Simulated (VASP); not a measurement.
# PbF2 (Fm-3m) in VASP: settings compared

Aim: see how the results for PbF2 move with the level of theory and the settings. Levels: PBEsol, r2SCAN. Tasks: single point.

All numbers are computed with VASP 6.6.1; they aren't measurements. Logs are shortened: lines on timing, memory, paths and dates and some standing lists are left out, and cuts for length are marked.

### 1 The cell of the first run

Symmetry: Fm-3m, No. 225, cubic system. The conventional cell has a = 5.899 Å, b = 5.899 Å, c = 5.899 Å, α = 90.00°, β = 90.00°, γ = 90.00°. Pb (site symmetry m-3m) has 8 F at 2.55 Å within 3.4 Å. F (site symmetry -43m) has 4 Pb at 2.55 Å and 6 F at 2.95 Å within 3.4 Å.

### 2 Single point, PBEsol

INCAR reads:

```
PREC = Accurate ; ENCUT = 520
EDIFF = 1E-6 ; ISMEAR = -1
SIGMA = 0.05 ; LREAL = False
LASPH = True ; NELM = 100
ALGO = Normal ; ISIF = 2
LWAVE = False ; LCHARG = False
GGA = PS ; NBANDS = 21
```

KPOINTS reads:

```
regular mesh
0
Gamma
  7 7 7
```

POSCAR reads:

```
PbF2
1.0
    0.0000000000      2.9492810000      2.9492810000
    2.9492810000      0.0000000000      2.9492810000
    2.9492810000      2.9492810000      0.0000000000
Pb F
1 2
Direct
    0.0000000000      0.0000000000      0.0000000000
    0.2500000000      0.2500000000      0.2500000000
    0.7500000000      0.7500000000      0.7500000000
```

Potentials or basis: VASP PAW PBE potentials, release 64 (Pb_d, F).

Command:

```sh
$ cat potpaw_PBE.64/Pb_d/POTCAR potpaw_PBE.64/F/POTCAR > POTCAR
$ mpirun -np 1 vasp_std > vasp.out
```

OUTCAR:

```text
PREC = Accurate
   ENCUT = 520
   EDIFF = 1E-6
   ISMEAR = -1
   LREAL = False
   LASPH = True
   NELM = 100
   ISIF = 2
   GGA = PS

 ion  position               nearest neighbor table
   1  0.000  0.000  0.000-   2 2.55   3 2.55   3 2.55   3 2.55   3 2.55   2 2.55   2 2.55   2 2.55

   2  0.250  0.250  0.250-   1 2.55   1 2.55   1 2.55   1 2.55
   3  0.750  0.750  0.750-   1 2.55   1 2.55   1 2.55   1 2.55

  LATTYP: Found a face centered cubic cell.
 ALAT       =     5.8985620000

  Lattice vectors:

 A1 = (   0.0000000000,   2.9492810000,   2.9492810000)
 A2 = (   2.9492810000,   0.0000000000,   2.9492810000)
 A3 = (   2.9492810000,   2.9492810000,   0.0000000000)

Analysis of symmetry for initial positions (statically):
=====================================================================
 Subroutine PRICEL returns:
 Original cell was already a primitive cell.

 Routine SETGRP: Setting up the symmetry group for a
 face centered cubic supercell.

 Subroutine GETGRP returns: Found 48 space group operations
 (whereof 48 operations were pure point group operations)
 out of a pool of 48 trial point group operations.

The static configuration has the point symmetry O_h .

Analysis of symmetry for dynamics (positions and initial velocities):
=====================================================================
 Subroutine PRICEL returns:
 Original cell was already a primitive cell.

 Routine SETGRP: Setting up the symmetry group for a
 face centered cubic supercell.

 Subroutine GETGRP returns: Found 48 space group operations
 (whereof 48 operations were pure point group operations)
 out of a pool of 48 trial point group operations.

The dynamic configuration has the point symmetry O_h .

 Subroutine INISYM returns: Found 48 space group operations
 (whereof 48 operations are pure point group operations),
 and found     1 'primitive' translations

----------------------------------------------------------------------------------------

                                     Primitive cell

  volume of cell :      51.3072

  direct lattice vectors                    reciprocal lattice vectors
     0.000000000  2.949281000  2.949281000    -0.169532845  0.169532845  0.169532845
     2.949281000  0.000000000  2.949281000     0.169532845 -0.169532845  0.169532845
     2.949281000  2.949281000  0.000000000     0.169532845  0.169532845 -0.169532845

  length of vectors
     4.170913189  4.170913189  4.170913189     0.293639502  0.293639502  0.293639502

  position of ions in fractional coordinates (direct lattice)
     0.000000000  0.000000000  0.000000000
     0.250000000  0.250000000  0.250000000
     0.750000000  0.750000000  0.750000000

  ion indices of the primitive-cell ions
   primitive index   ion index
                 1           1
                 2           2
                 3           3

----------------------------------------------------------------------------------------

 KPOINTS: regular mesh

Automatic generation of k-mesh.
 Grid dimensions read from file:
 generate k-points for:    7    7    7

 Generating k-lattice:

  Cartesian coordinates                     Fractional coordinates (reciprocal lattice)
    -0.024218978  0.024218978  0.024218978     0.142857143  0.000000000  0.000000000
     0.024218978 -0.024218978  0.024218978     0.000000000  0.142857143  0.000000000
     0.024218978  0.024218978 -0.024218978     0.000000000  0.000000000  0.142857143

  Length of vectors
     0.041948500  0.041948500  0.041948500

  Shift w.r.t. Gamma in fractional coordinates (k-lattice)
     0.000000000  0.000000000  0.000000000

 Subroutine IBZKPT returns following result:
 ===========================================

 Found     20 irreducible k-points:

 Following reciprocal coordinates:
            Coordinates               Weight
  0.000000  0.000000  0.000000      1.000000
  0.142857  0.000000  0.000000      8.000000
  0.285714  0.000000  0.000000      8.000000
  0.428571  0.000000  0.000000      8.000000
  0.142857  0.142857  0.000000      6.000000
  0.285714  0.142857  0.000000     24.000000
[... 12 lines left out ...]
 -0.428571  0.428571  0.142857     24.000000
 -0.285714  0.428571  0.142857     24.000000
   k-points           NKPTS =     20   k-points in BZ     NKDIM =     20   number of bands    NBANDS=     21
   number of dos      NEDOS =    301   number of ions     NIONS =      3
   total plane-waves  NPLWV =  32768
   dimension x,y,z NGX =    32 NGY =   32 NGZ =   32
   dimension x,y,z NGXF=    64 NGYF=   64 NGZF=   64
   ions per type =               1   2
   NGX,Y,Z   is equivalent  to a cutoff of  12.75, 12.75, 12.75 a.u.
   NGXF,Y,Z  is equivalent  to a cutoff of  25.51, 25.51, 25.51 a.u.
 SYSTEM =  unknown system
   PREC   = accura    normal or accurate (medium, high low for compatibility)
   ISTART =      0    job   : 0-new  1-cont  2-samecut
   ICHARG =      2    charge: 1-file 2-atom 10-const
   ISPIN  =      1    spin polarized calculation?
   LNONCOLLINEAR =      F non collinear calculations
   LSORBIT =      F    spin-orbit coupling
   LASPH  =      T    aspherical Exc in radial PAW
   ENCUT  =  520.0 eV  38.22 Ry    6.18 a.u.   7.76  7.76  7.76*2*pi/ulx,y,z
   NELM   =    100;   NELMIN=  2; NELMDL= -5     # of ELM steps
   EDIFF  = 0.1E-05   stopping-criterion for ELM
   LREAL  =      F    real-space projection
   EDIFFG = 0.1E-04   stopping-criterion for IOM
   NSW    =      0    number of steps for IOM
   IBRION =     -1    ionic relax: 0-MD 1-quasi-New 2-CG
   NFREE  =      0    steps in history (QN), initial steepest desc. (CG)
   ISIF   =      2    stress and relaxation
   ISYM   =      2    0-nonsym 1-usesym 2-fastsym
   POTIM  = 0.5000    time-step for ionic-motion
   TEBEG  =    0.0;   TEEND  =   0.0 temperature during run
   PSTRESS=    0.0 pullay stress
   NELECT =      28.0000    total number of electrons
   NUPDOWN=      -1.0000    fix difference up-down
   EMIN   =  10.00;   EMAX   =-10.00  energy-range for DOS
   EFERMI =   0.00;   METHOD = LEGACY
   ISMEAR =    -1;   SIGMA  =   0.05  broadening in eV -4-tet -1-fermi 0-gaus
   EFERMI_NEDOS =   21; number of points for ismear=-14 and -15
   IALGO  =     38    algorithm
   IMIX   =      4    mixing-type and parameters
     AMIX     =   0.40;   BMIX     =  1.00
     AMIX_MAG =   1.60;   BMIX_MAG =  1.00
  volume/ion in A,a.u.               =      17.10       115.41
  Fermi-wavevector in a.u.,A,eV,Ry     =   1.337831  2.528135 24.351607  1.789793
  Thomas-Fermi vector in A             =   2.466349
   LORBIT       =      0    0 simple, 1 ext, 2 COOP (PROOUT), +10 PAW based schemes
   GGA     = PS    functional components
   LHFCALC =     F    Hartree Fock is set to
   AEXX    =    0.0000 exact exchange contribution
   IVDW    =     0    specifies the selected vdW correction
   LEPSILON=     F    determine dielectric tensor
   LRPA    =     F    only Hartree local field effects (RPA)
 non-spin polarized calculation
  energy-cutoff  :      520.00
  volume of cell :       51.31
 maximum number of plane-waves:      1411
   NGX = 15   NGY = 15   NGZ = 15

 number of electron      27.9999996 magnetization

 Free energy of the ion-electron system (eV)
  ---------------------------------------------------
  ext. energy  EPLUGINS =         0.00000000
  ---------------------------------------------------
  free energy    TOTEN  =       -14.93653257 eV

  energy without entropy =      -14.93653257  energy(sigma->0) =      -14.93653257

 E-fermi :   3.0621     XC(G=0):  -9.7350

 val. band max:        1.9069072568   @ k =  -0.2857   0.4286   0.1429
 cond. band min:       6.2491297901   @ k =   0.4286   0.4286   0.0000
 fundamental gap:      4.3422225333
 Fermi energy:         3.0620905052

 k-point     1 :       0.0000    0.0000    0.0000
  band No.  band energies     occupation
      1     -19.1805      2.00000
      2     -18.5124      2.00000
      3     -12.4655      2.00000
      4     -12.4655      2.00000
      5     -12.4655      2.00000
      6     -12.3949      2.00000
[... 13 lines left out ...]
     20      16.9225      0.00000
     21      19.3673      0.00000

 k-point     2 :       0.1429    0.0000    0.0000
  band No.  band energies     occupation
      1     -19.1381      2.00000
      2     -18.5507      2.00000
      3     -12.4567      2.00000
      4     -12.4567      2.00000
      5     -12.4201      2.00000
      6     -12.3946      2.00000
[... 13 lines left out ...]
     20      16.4219      0.00000
     21      18.6137      0.00000

 k-point     3 :       0.2857    0.0000    0.0000
  band No.  band energies     occupation
      1     -19.0322      2.00000
      2     -18.6449      2.00000
      3     -12.4450      2.00000
      4     -12.4450      2.00000
      5     -12.3859      2.00000
      6     -12.3859      2.00000
[... 13 lines left out ...]
     20      15.8338      0.00000
     21      17.1989      0.00000

 k-point     4 :       0.4286    0.0000    0.0000
  band No.  band energies     occupation
      1     -18.9079      2.00000
      2     -18.7571      2.00000
      3     -12.4441      2.00000
      4     -12.4441      2.00000
      5     -12.3703      2.00000
      6     -12.3703      2.00000
[... 13 lines left out ...]
     20      15.5778      0.00000
     21      16.2550      0.00000

 k-point     5 :       0.1429    0.1429    0.0000
  band No.  band energies     occupation
      1     -19.1249      2.00000
      2     -18.5622      2.00000
      3     -12.4477      2.00000
      4     -12.4477      2.00000
      5     -12.4147      2.00000
      6     -12.4016      2.00000
[... 13 lines left out ...]
     20      17.1060      0.00000
     21      18.6166      0.00000
[... 286 lines left out ...]
     20      17.8135      0.00000
     21      17.8592      0.00000

 k-point    18 :      -0.4286    0.2857    0.1429
  band No.  band energies     occupation
      1     -18.8719      2.00000
      2     -18.7805      2.00000
      3     -12.4183      2.00000
      4     -12.4070      2.00000
      5     -12.3780      2.00000
      6     -12.3365      2.00000
[... 13 lines left out ...]
     20      18.1425      0.00000
     21      18.4733      0.00000

 k-point    19 :      -0.4286    0.4286    0.1429
  band No.  band energies     occupation
      1     -18.8703      2.00000
      2     -18.7748      2.00000
      3     -12.4248      2.00000
      4     -12.3800      2.00000
      5     -12.3742      2.00000
      6     -12.3434      2.00000
[... 13 lines left out ...]
     20      17.0838      0.00000
     21      18.6249      0.00000

 k-point    20 :      -0.2857    0.4286    0.1429
  band No.  band energies     occupation
      1     -18.8258      2.00000
      2     -18.8182      2.00000
      3     -12.4185      2.00000
      4     -12.3849      2.00000
      5     -12.3757      2.00000
      6     -12.3041      2.00000
[... 13 lines left out ...]
     20      17.8726      0.00000
     21      18.3028      0.00000

------------------------ aborting loop because EDIFF is reached ----------------------------------------

  FORCE on cell =-STRESS in cart. coord.  units (eV):
  Direction    XX          YY          ZZ          XY          YZ          ZX
  --------------------------------------------------------------------------------------
  -------------------------------------------------------------------------------------
  Total       -0.0702438     -0.0702438     -0.0702438      0.0000000      0.0000000     -0.0000000
  in kB       -2.1935116     -2.1935116     -2.1935116      0.0000000      0.0000000     -0.0000000
  external PRESSURE =      -2.1935116 kB  Pullay stress =       0.0000000 kB

 VOLUME and BASIS-vectors are now :
 -----------------------------------------------------------------------------
  energy-cutoff  :      520.00
  volume of cell :       51.31
      direct lattice vectors                 reciprocal lattice vectors
     0.000000000  2.949281000  2.949281000    -0.169532845  0.169532845  0.169532845
     2.949281000  0.000000000  2.949281000     0.169532845 -0.169532845  0.169532845
     2.949281000  2.949281000  0.000000000     0.169532845  0.169532845 -0.169532845

 POSITION                                       TOTAL-FORCE (eV/Angst)
 -----------------------------------------------------------------------------------
      0.00000      0.00000      0.00000         0.000000     -0.000000     -0.000000
      1.47464      1.47464      1.47464        -0.000000     -0.000000     -0.000000
      4.42392      4.42392      4.42392         0.000000      0.000000      0.000000
 -----------------------------------------------------------------------------------
    total drift:                                0.000000     -0.000000      0.000000

  FREE ENERGIE OF THE ION-ELECTRON SYSTEM (eV)
  ---------------------------------------------------
  free  energy   TOTEN  =       -14.9365325692 eV

  energy  without entropy=      -14.9365325691  energy(sigma->0) =      -14.93653257
```

Wall time 22 s (1 thread of AMD EPYC 7R43 (Zen 3), shared host); peak memory 0.14 GiB.

Results:

| Item | Value |
| --- | --- |
| Free energy | -14.9365 eV |
| Pressure | -0.2 GPa |
| Band gap on the k mesh | 4.34 eV, indirect (least direct gap 4.57 eV) |

Levels at points of the mesh, in eV from the valence-band top:
| k point | band 12 | band 13 | band 14 | band 15 | band 16 | band 17 |
| --- | --- | --- | --- | --- | --- | --- |
| (0.00, 0.00, 0.00) | -2.06 | -2.06 | -2.06 | 6.70 | 6.70 | 6.70 |

Caveat: the PAW data sets were made with another functional, which shifts forces and pressure a little; spin-orbit coupling is left out, which moves the levels of the heavy elements.

### 3 Single point, r2SCAN

POSCAR is that of step 2.

INCAR.step1 reads:

```
SYSTEM = PbF2
PREC = Accurate ; ENCUT = 520
ISMEAR = -1 ; SIGMA = 0.05
LREAL = .False. ; LASPH = .True.
NELM = 100 ; NBANDS = 21
GGA = PE ; ALGO = Normal
EDIFF = 1E-4 ; LWAVE = .True.
LCHARG = .False.
```

INCAR.step2 reads:

```
SYSTEM = PbF2
PREC = Accurate ; ENCUT = 520
EDIFF = 1E-7 ; ISMEAR = -1
SIGMA = 0.05 ; LREAL = .False.
LASPH = .True. ; NELM = 100
ALGO = Normal ; ISIF = 2
LWAVE = .False. ; LCHARG = .False.
METAGGA = R2SCAN ; LMIXTAU = .True.
NBANDS = 21 ; ISTART = 1
```

KPOINTS reads:

```
regular mesh
0
Gamma
  7 7 7
  0 0 0
```

Potentials or basis: VASP PAW PBE potentials, release 64 (Pb_d, F).

Command:

```sh
$ cat potpaw_PBE.64/Pb_d/POTCAR potpaw_PBE.64/F/POTCAR > POTCAR
$ cp INCAR.step1 INCAR
$ mpirun -np 1 vasp_std > vasp.out
$ cp INCAR.step2 INCAR
$ mpirun -np 1 vasp_std > vasp.out
```

It took 2.6 min on 1 thread of AMD EPYC 7R43 (Zen 3), shared host; peak memory 0.14 GiB.

Results (log left out):

```yaml
Free_energy: -70.1592 eV
Pressure: 0.8 GPa
Band_gap_on_the_k_mesh: 4.95 eV, indirect (least direct gap 5.17 eV)
```

Levels at points of the mesh, in eV from the valence-band top:
| k point | band 10 | band 11 | band 12 | band 13 | band 14 | band 15 | band 16 | band 17 | band 18 | band 19 |
| --- | --- | --- | --- | --- | --- | --- | --- | --- | --- | --- |
| (0.00, 0.00, 0.00) | -2.74 | -2.74 | -2.23 | -2.23 | -2.23 | 7.32 | 7.32 | 7.32 | 10.73 | 15.96 |

Caveat: the PAW data sets were made with another functional, which shifts forces and pressure a little; spin-orbit coupling is left out, which moves the levels of the heavy elements. r2SCAN opens gaps a little over a GGA but as a rule still falls short of measured ones.
